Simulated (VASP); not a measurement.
# SiO2 (Fddd) in VASP: further runs

Aim: see how the results for SiO2 move with the level of theory and the settings. Levels: PBE, LDA, PBEsol. Tasks: single point.

Everything below comes from runs of VASP 6.6.1. Logs are shortened: lines on timing, memory, paths and dates and some standing lists are left out, and cuts for length are marked.

### 1 The cell of the first run

It takes space group Fddd (No. 70, orthorhombic). The conventional cell has a = 4.719 Å, b = 9.433 Å, c = 14.726 Å, α = 90.00°, β = 90.00°, γ = 90.00°. Within 2.1 Å of Si (site symmetry 2) lie 4 O at 1.60 to 1.62 Å. O (site symmetry 2) has 2 Si at 1.62 Å within 2.2 Å. Within 2.1 Å of O (site symmetry -1) lie 2 Si at 1.60 Å.

### 2 Single point, PBE

INCAR

```
PREC = Accurate
ENCUT = 520
EDIFF = 1E-7
ISMEAR = -1
SIGMA = 0.05
LREAL = False
LASPH = True
NELM = 60
ALGO = Normal
ISIF = 2
LWAVE = False
LCHARG = False
GGA = PE
NBANDS = 44
```

KPOINTS

```
regular mesh
0
Gamma
  3 3 3
```

POSCAR

```
SiO2
1.0
    0.0000000000      4.7162571100      7.3627753715
    2.3595806657      0.0000000000      7.3627753715
    2.3595806657      4.7162571100      0.0000000000
Si O
4 8
Direct
    0.9367689200      0.9367689200      0.5632310800
    0.6867689200      0.6867689200      0.3132310800
    0.3132310800      0.3132310800      0.6867689200
    0.5632310800      0.5632310800      0.9367689200
    0.0634396000      0.4365604000      0.0634396000
    0.4365604000      0.0634396000      0.4365604000
    0.8134396000      0.1865604000      0.8134396000
    0.1865604000      0.8134396000      0.1865604000
    0.1250000000      0.6250000000      0.6250000000
    0.6250000000      0.6250000000      0.6250000000
    0.6250000000      0.6250000000      0.1250000000
    0.6250000000      0.1250000000      0.6250000000
```

Potentials or basis: VASP PAW PBE potentials, release 64 (Si, O).

Started as:

```sh
$ cat potpaw_PBE.64/Si/POTCAR potpaw_PBE.64/O/POTCAR > POTCAR
$ mpirun -np 1 vasp_std > vasp.out
```

OUTCAR:

```text
PREC = Accurate
   ENCUT = 520
   EDIFF = 1E-7
   ISMEAR = -1
   LREAL = False
   LASPH = True
   NELM = 60
   ISIF = 2
   GGA = PE

 ion  position               nearest neighbor table
   1  0.937  0.937  0.563-   9 1.60  12 1.60   7 1.62   8 1.62   4 3.01   4 3.01
   2  0.687  0.687  0.313-  10 1.60  11 1.60   5 1.62   6 1.62   3 3.01   3 3.01
   3  0.313  0.313  0.687-   9 1.60  12 1.60   5 1.62   6 1.62   2 3.01   2 3.01
   4  0.563  0.563  0.937-  10 1.60  11 1.60   7 1.62   8 1.62   1 3.01   1 3.01
   5  0.063  0.437  0.063-   3 1.62   2 1.62
   6  0.437  0.063  0.437-   3 1.62   2 1.62
   7  0.813  0.187  0.813-   1 1.62   4 1.62
   8  0.187  0.813  0.187-   1 1.62   4 1.62
   9  0.125  0.625  0.625-   1 1.60   3 1.60
  10  0.625  0.625  0.625-   2 1.60   4 1.60
  11  0.625  0.625  0.125-   2 1.60   4 1.60
  12  0.625  0.125  0.625-   1 1.60   3 1.60

  LATTYP: Found a face centered orthorhombic cell.
 ALAT       =     4.7191613314
 B/A-ratio  =     1.9987691790
 C/A-ratio  =     3.1203745134

  Lattice vectors:

 A1 = (   0.0000000000,   4.7162571100,   7.3627753715)
 A2 = (   2.3595806657,   0.0000000000,   7.3627753715)
 A3 = (   2.3595806657,   4.7162571100,   0.0000000000)

Analysis of symmetry for initial positions (statically):
=====================================================================
 Subroutine PRICEL returns:
 Original cell was already a primitive cell.

 Routine SETGRP: Setting up the symmetry group for a
 face centered orthorhombic supercell.

 Subroutine GETGRP returns: Found  8 space group operations
 (whereof  4 operations were pure point group operations)
 out of a pool of  8 trial point group operations.

The static configuration has the point symmetry D_2 .
 The point group associated with its full space group is D_2h.

Analysis of symmetry for dynamics (positions and initial velocities):
=====================================================================
 Subroutine PRICEL returns:
 Original cell was already a primitive cell.

 Routine SETGRP: Setting up the symmetry group for a
 face centered orthorhombic supercell.

 Subroutine GETGRP returns: Found  8 space group operations
 (whereof  4 operations were pure point group operations)
 out of a pool of  8 trial point group operations.

The dynamic configuration has the point symmetry D_2 .
 The point group associated with its full space group is D_2h.

 Subroutine INISYM returns: Found  8 space group operations
 (whereof  4 operations are pure point group operations),
 and found     1 'primitive' translations

----------------------------------------------------------------------------------------

                                     Primitive cell

  volume of cell :     163.8717

  direct lattice vectors                    reciprocal lattice vectors
     0.000000000  4.716257110  7.362775371    -0.211902058  0.106016273  0.067909175
     2.359580666  0.000000000  7.362775371     0.211902058 -0.106016273  0.067909175
     2.359580666  4.716257110  0.000000000     0.211902058  0.106016273 -0.067909175

  length of vectors
     8.743771629  7.731628683  5.273585312     0.246482430  0.246482430  0.246482430

  position of ions in fractional coordinates (direct lattice)
     0.936768920  0.936768920  0.563231080
     0.686768920  0.686768920  0.313231080
     0.313231080  0.313231080  0.686768920
     0.563231080  0.563231080  0.936768920
     0.063439600  0.436560400  0.063439600
     0.436560400  0.063439600  0.436560400
     0.813439600  0.186560400  0.813439600
     0.186560400  0.813439600  0.186560400
     0.125000000  0.625000000  0.625000000
     0.625000000  0.625000000  0.625000000
     0.625000000  0.625000000  0.125000000
     0.625000000  0.125000000  0.625000000

  ion indices of the primitive-cell ions
   primitive index   ion index
                 1           1
                 2           2
                 3           3
                 4           4
                 5           5
                 6           6
                 7           7
                 8           8
                 9           9
                10          10
                11          11
                12          12

----------------------------------------------------------------------------------------

 KPOINTS: regular mesh

Automatic generation of k-mesh.
 Grid dimensions read from file:
 generate k-points for:    3    3    3

 Generating k-lattice:

  Cartesian coordinates                     Fractional coordinates (reciprocal lattice)
    -0.070634019  0.035338758  0.022636392     0.333333333  0.000000000  0.000000000
     0.070634019 -0.035338758  0.022636392     0.000000000  0.333333333 -0.000000000
     0.070634019  0.035338758 -0.022636392     0.000000000 -0.000000000  0.333333333

  Length of vectors
     0.082160810  0.082160810  0.082160810

  Shift w.r.t. Gamma in fractional coordinates (k-lattice)
     0.000000000  0.000000000  0.000000000

 Subroutine IBZKPT returns following result:
 ===========================================

 Found      8 irreducible k-points:

 Following reciprocal coordinates:
            Coordinates               Weight
  0.000000  0.000000  0.000000      1.000000
  0.333333  0.000000 -0.000000      8.000000
  0.333333  0.333333  0.000000      2.000000
 -0.333333  0.333333  0.000000      4.000000
  0.333333  0.000000  0.333333      2.000000
 -0.333333 -0.000000  0.333333      4.000000
  0.000000  0.333333  0.333333      2.000000
 -0.333333  0.333333  0.333333      4.000000
   k-points           NKPTS =      8   k-points in BZ     NKDIM =      8   number of bands    NBANDS=     44
   number of dos      NEDOS =    301   number of ions     NIONS =     12
   total plane-waves  NPLWV = 168000
   dimension x,y,z NGX =    70 NGY =   60 NGZ =   40
   dimension x,y,z NGXF=   140 NGYF=  120 NGZF=   80
   ions per type =               4   8
   NGX,Y,Z   is equivalent  to a cutoff of  13.31, 12.90, 12.61 a.u.
   NGXF,Y,Z  is equivalent  to a cutoff of  26.62, 25.80, 25.22 a.u.
 SYSTEM =  unknown system
   PREC   = accura    normal or accurate (medium, high low for compatibility)
   ISTART =      0    job   : 0-new  1-cont  2-samecut
   ICHARG =      2    charge: 1-file 2-atom 10-const
   ISPIN  =      1    spin polarized calculation?
   LNONCOLLINEAR =      F non collinear calculations
   LSORBIT =      F    spin-orbit coupling
   LASPH  =      T    aspherical Exc in radial PAW
   ENCUT  =  520.0 eV  38.22 Ry    6.18 a.u.  16.26 14.38  9.81*2*pi/ulx,y,z
   NELM   =     60;   NELMIN=  2; NELMDL= -5     # of ELM steps
   EDIFF  = 0.1E-06   stopping-criterion for ELM
   LREAL  =      F    real-space projection
   EDIFFG = 0.1E-05   stopping-criterion for IOM
   NSW    =      0    number of steps for IOM
   IBRION =     -1    ionic relax: 0-MD 1-quasi-New 2-CG
   NFREE  =      0    steps in history (QN), initial steepest desc. (CG)
   ISIF   =      2    stress and relaxation
   ISYM   =      2    0-nonsym 1-usesym 2-fastsym
   POTIM  = 0.5000    time-step for ionic-motion
   TEBEG  =    0.0;   TEEND  =   0.0 temperature during run
   PSTRESS=    0.0 pullay stress
   NELECT =      64.0000    total number of electrons
   NUPDOWN=      -1.0000    fix difference up-down
   EMIN   =  10.00;   EMAX   =-10.00  energy-range for DOS
   EFERMI =   0.00;   METHOD = LEGACY
   ISMEAR =    -1;   SIGMA  =   0.05  broadening in eV -4-tet -1-fermi 0-gaus
   EFERMI_NEDOS =   21; number of points for ismear=-14 and -15
   IALGO  =     38    algorithm
   IMIX   =      4    mixing-type and parameters
     AMIX     =   0.40;   BMIX     =  1.00
     AMIX_MAG =   1.60;   BMIX_MAG =  1.00
  volume/ion in A,a.u.               =      13.66        92.16
  Fermi-wavevector in a.u.,A,eV,Ry     =   1.196649  2.261339 19.483127  1.431969
  Thomas-Fermi vector in A             =   2.332584
   LORBIT       =      0    0 simple, 1 ext, 2 COOP (PROOUT), +10 PAW based schemes
   GGA     = PE    functional components
   LHFCALC =     F    Hartree Fock is set to
   AEXX    =    0.0000 exact exchange contribution
   IVDW    =     0    specifies the selected vdW correction
   LEPSILON=     F    determine dielectric tensor
   LRPA    =     F    only Hartree local field effects (RPA)
 non-spin polarized calculation
  energy-cutoff  :      520.00
  volume of cell :      163.87
 maximum number of plane-waves:      4428
 NGX is ok and might be reduce to    70
   NGX = 33   NGY = 29   NGZ = 19

 number of electron      64.0000006 magnetization

 Free energy of the ion-electron system (eV)
  ---------------------------------------------------
  ext. energy  EPLUGINS =         0.00000000
  ---------------------------------------------------
  free energy    TOTEN  =       -94.69267783 eV

  energy without entropy =      -94.69267783  energy(sigma->0) =      -94.69267783

 E-fermi :   1.5745     XC(G=0):  -8.7092

 val. band max:        0.4819333999   @ k =   0.0000   0.0000   0.0000
 cond. band min:       6.2623543447   @ k =   0.0000   0.0000   0.0000
 fundamental gap:      5.7804209448
 Fermi energy:         1.5745157058

 k-point     1 :       0.0000    0.0000    0.0000
  band No.  band energies     occupation
      1     -18.9548      2.00000
      2     -18.0328      2.00000
      3     -18.0116      2.00000
      4     -16.9518      2.00000
      5     -16.9084      2.00000
      6     -16.8045      2.00000
[... 36 lines left out ...]
     43      12.4100      0.00000
     44      12.8805      0.00000

 k-point     2 :       0.3333    0.0000   -0.0000
  band No.  band energies     occupation
      1     -18.6284      2.00000
      2     -18.1729      2.00000
      3     -17.8199      2.00000
      4     -17.3224      2.00000
      5     -16.9395      2.00000
      6     -16.8646      2.00000
[... 274 lines left out ...]
 k-point     8 :      -0.3333    0.3333    0.3333
  band No.  band energies     occupation
      1     -18.6566      2.00000
      2     -18.4430      2.00000
      3     -17.5993      2.00000
      4     -17.3456      2.00000
      5     -16.8845      2.00000
      6     -16.8450      2.00000
[... 36 lines left out ...]
     43      12.4365      0.00000
     44      12.5137      0.00000

------------------------ aborting loop because EDIFF is reached ----------------------------------------

  FORCE on cell =-STRESS in cart. coord.  units (eV):
  Direction    XX          YY          ZZ          XY          YZ          ZX
  --------------------------------------------------------------------------------------
  -------------------------------------------------------------------------------------
  Total        5.2079674      5.2385022      5.2292938      0.0000000      0.0000000      0.0000000
  in kB       50.9184287     51.2169684     51.1269376      0.0000000      0.0000000      0.0000000
  external PRESSURE =      51.0874449 kB  Pullay stress =       0.0000000 kB

 VOLUME and BASIS-vectors are now :
 -----------------------------------------------------------------------------
  energy-cutoff  :      520.00
  volume of cell :      163.87
      direct lattice vectors                 reciprocal lattice vectors
     0.000000000  4.716257110  7.362775371    -0.211902058  0.106016273  0.067909175
     2.359580666  0.000000000  7.362775371     0.211902058 -0.106016273  0.067909175
     2.359580666  4.716257110  0.000000000     0.211902058  0.106016273 -0.067909175

 POSITION                                       TOTAL-FORCE (eV/Angst)
 -----------------------------------------------------------------------------------
      3.53937      7.07439     13.79444         0.000000      0.000000      0.031406
      2.35958      4.71626     10.11305        -0.000000      0.000000      0.031406
      2.35958      4.71626      4.61250        -0.000000      0.000000     -0.031406
      3.53937      7.07439      8.29389         0.000000      0.000000     -0.031406
      1.17979      0.59839      3.68139         0.000000      0.367156     -0.000000
      1.17979      4.11786      3.68139         0.000000     -0.367156     -0.000000
      2.35958      7.67278      7.36278        -0.000000      0.367156     -0.000000
      2.35958      1.75973      7.36278        -0.000000     -0.367156     -0.000000
      2.94948      3.53719      5.52208         0.000000      0.000000     -0.000000
      2.94948      5.89532      9.20347         0.000000      0.000000     -0.000000
      1.76969      3.53719      9.20347        -0.000000     -0.000000     -0.000000
      1.76969      5.89532      5.52208         0.000000      0.000000     -0.000000
 -----------------------------------------------------------------------------------
    total drift:                               -0.000000     -0.000000     -0.000000

  FREE ENERGIE OF THE ION-ELECTRON SYSTEM (eV)
  ---------------------------------------------------
  free  energy   TOTEN  =       -94.6926778345 eV

  energy  without entropy=      -94.6926778344  energy(sigma->0) =      -94.69267783
```

It took 80 s on 1 thread of Intel Xeon Platinum 8375C at 2.90GHz (Ice Lake), shared host; peak memory 0.42 GiB.

What came out:

```
Free energy            : -94.6927 eV
Pressure               : 5.1 GPa
Largest force          : 0.367 eV/Å
Band gap on the k mesh : 5.78 eV, direct
```

Forces on the atoms (eV/Å):
```
Si   0.000  0.000  0.031
Si   0.000  0.000  0.031
Si   0.000  0.000 -0.031
Si   0.000  0.000 -0.031
O    0.000  0.367  0.000
O    0.000 -0.367  0.000
O    0.000  0.367  0.000
O    0.000 -0.367  0.000
O    0.000  0.000  0.000
O    0.000  0.000  0.000
O    0.000  0.000  0.000
O    0.000  0.000  0.000
```

Levels at points of the mesh, in eV from the valence-band top:
```csv
k point,band 29,band 30,band 31,band 32,band 33,band 34,band 35,band 36
"(0.00, 0.00, 0.00)",-0.64,-0.43,-0.04,0.00,5.78,8.31,8.38,8.72
```

Caveat: the k points lie up to 0.52 Å⁻¹ apart. As with any semilocal functional, this PBE gap is likely too small.

### 3 Single point, LDA

This run uses another cell than the first one, of 13.50 Å³/atom, 0.989 times its volume.

INCAR

```
SYSTEM = SiO2
  ALGO = Normal
  EDIFF = 1E-7
  ENCUT = 520
  ISIF = 2
  ISMEAR = -1
  LASPH = .True.
  LCHARG = .False.
  LREAL = .False.
  LWAVE = .False.
  NBANDS = 44
  NELM = 100
  PREC = Accurate
  SIGMA = 0.05
```

KPOINTS

```
k-points
0
Gamma
  6 6 6
  0 0 0
```

POSCAR

```
SiO2
1.0
    0.0000000000      4.7001720176      7.3431372311
    2.3475030944      0.0000000000      7.3431372311
    2.3475030944      4.7001720176      0.0000000000
Si O
4 8
Direct
    0.9369273187      0.9369273187      0.5630726813
    0.6869273187      0.6869273187      0.3130726813
    0.3130726813      0.3130726813      0.6869273187
    0.5630726813      0.5630726813      0.9369273187
    0.0644043094      0.4355956906      0.0644043094
    0.4355956906      0.0644043094      0.4355956906
    0.8144043094      0.1855956906      0.8144043094
    0.1855956906      0.8144043094      0.1855956906
    0.1250000000      0.6250000000      0.6250000000
    0.6250000000      0.6250000000      0.6250000000
    0.6250000000      0.6250000000      0.1250000000
    0.6250000000      0.1250000000      0.6250000000
```

Potentials or basis: VASP PAW LDA potentials, release 64 (Si, O).

Started as:

```sh
$ cat potpaw_LDA.64/Si/POTCAR potpaw_LDA.64/O/POTCAR > POTCAR
$ mpirun -np 1 vasp_std > vasp.out
```

Run time: 4 min. Hardware: 1 thread of Intel Xeon 6975P-C (Granite Rapids), shared host; peak memory 0.45 GiB.

The run converged. Its results:

| Property | Result |
| --- | --- |
| Free energy | -103.6923 eV |
| Pressure | 0.5 GPa |
| Largest force | 0.044 eV/Å |
| Band gap on the k mesh | 5.60 eV, direct |

Forces on the atoms (eV/Å):
```
Si   0.000  0.000 -0.044
Si   0.000  0.000 -0.044
Si   0.000  0.000  0.044
Si   0.000  0.000  0.044
O    0.000  0.023  0.000
O    0.000 -0.023  0.000
O    0.000  0.023  0.000
O    0.000 -0.023  0.000
O    0.000  0.000  0.000
O    0.000  0.000  0.000
O    0.000  0.000  0.000
O    0.000  0.000  0.000
```

Stress tensor (GPa, compression positive):
```
0.58 0.00 0.00
0.00 0.29 0.00
0.00 0.00 0.50
```

Levels at points of the mesh, in eV from the valence-band top:
```csv
k point,band 29,band 30,band 31,band 32,band 33,band 34,band 35,band 36
"(0.00, 0.00, 0.00)",-0.61,-0.43,-0.01,0.00,5.60,8.11,8.11,8.55
"(0.50, 0.00, 0.00)",-0.62,-0.57,-0.31,-0.25,8.04,8.60,8.89,9.31
"(0.50, 0.50, 0.00)",-0.63,-0.63,-0.15,-0.15,6.75,6.75,8.58,8.58
"(0.50, 0.00, 0.50)",-0.89,-0.89,-0.27,-0.27,7.77,7.77,9.29,9.29
"(0.00, 0.50, 0.50)",-0.91,-0.91,-0.12,-0.12,8.11,8.11,8.85,8.85
```

### 4 Single point, PBEsol

This run uses another cell than the first one, of 13.80 Å³/atom, 1.011 times its volume.

INCAR

```
SYSTEM = SiO2
PREC = Accurate
ENCUT = 520
EDIFF = 1E-6
ISMEAR = -1
SIGMA = 0.05
LREAL = .FALSE.
LASPH = .TRUE.
NELM = 80
ALGO = Normal
ISIF = 2
LWAVE = .FALSE.
LCHARG = .FALSE.
GGA = PS
NBANDS = 44
```

KPOINTS

```
Automatic mesh
0
G
  6 6 6
  0 0 0
```

POSCAR

```
SiO2
1.0
    0.0000000000      4.7394088530      7.3885635112
    2.3652549837      0.0000000000      7.3885635112
    2.3652549837      4.7394088530      0.0000000000
Si O
4 8
Direct
    0.9368922049      0.9368922049      0.5631077951
    0.6868922049      0.6868922049      0.3131077951
    0.3131077951      0.3131077951      0.6868922049
    0.5631077951      0.5631077951      0.9368922049
    0.0642953643      0.4357046357      0.0642953643
    0.4357046357      0.0642953643      0.4357046357
    0.8142953643      0.1857046357      0.8142953643
    0.1857046357      0.8142953643      0.1857046357
    0.1250000000      0.6250000000      0.6250000000
    0.6250000000      0.6250000000      0.6250000000
    0.6250000000      0.6250000000      0.1250000000
    0.6250000000      0.1250000000      0.6250000000
```

Potentials or basis: VASP PAW PBE potentials, release 64 (Si, O).

Started as:

```sh
$ cat potpaw_PBE.64/Si/POTCAR potpaw_PBE.64/O/POTCAR > POTCAR
$ mpirun -np 1 vasp_std > vasp.out
```

It took 4.3 min on 1 thread of Intel Xeon 6975P-C (Granite Rapids), shared host; peak memory 0.54 GiB.

Results (log left out):

```
Free energy            : -98.5633 eV
Pressure               : 0.6 GPa
Largest force          : 0.036 eV/Å
Band gap on the k mesh : 5.63 eV, direct
```

Forces on the atoms (eV/Å):
```
Si   0.000  0.000 -0.034
Si   0.000  0.000 -0.034
Si   0.000  0.000  0.034
Si   0.000  0.000  0.034
O    0.000  0.036  0.000
O    0.000 -0.036  0.000
O    0.000  0.036  0.000
O    0.000 -0.036  0.000
O    0.000  0.000  0.000
O    0.000  0.000  0.000
O    0.000  0.000  0.000
O    0.000  0.000  0.000
```

Stress tensor (GPa, compression positive):
```
0.71 0.00 0.00
0.00 0.46 0.00
0.00 0.00 0.64
```

Levels at points of the mesh, in eV from the valence-band top:
```tsv
k point	band 29	band 30	band 31	band 32	band 33	band 34	band 35	band 36
(0.00, 0.00, 0.00)	-0.61	-0.43	-0.03	0.00	5.63	8.14	8.18	8.56
(0.50, 0.00, 0.00)	-0.60	-0.56	-0.31	-0.25	8.03	8.65	8.70	9.36
(0.50, 0.50, 0.00)	-0.62	-0.62	-0.15	-0.15	6.78	6.78	8.62	8.62
(0.50, 0.00, 0.50)	-0.86	-0.86	-0.26	-0.26	7.74	7.74	9.38	9.38
(0.00, 0.50, 0.50)	-0.88	-0.88	-0.12	-0.12	8.01	8.01	8.98	8.98
```

Caveat: the PAW data sets were made with another functional, which shifts forces and pressure a little.

[end of part 1 of 2]
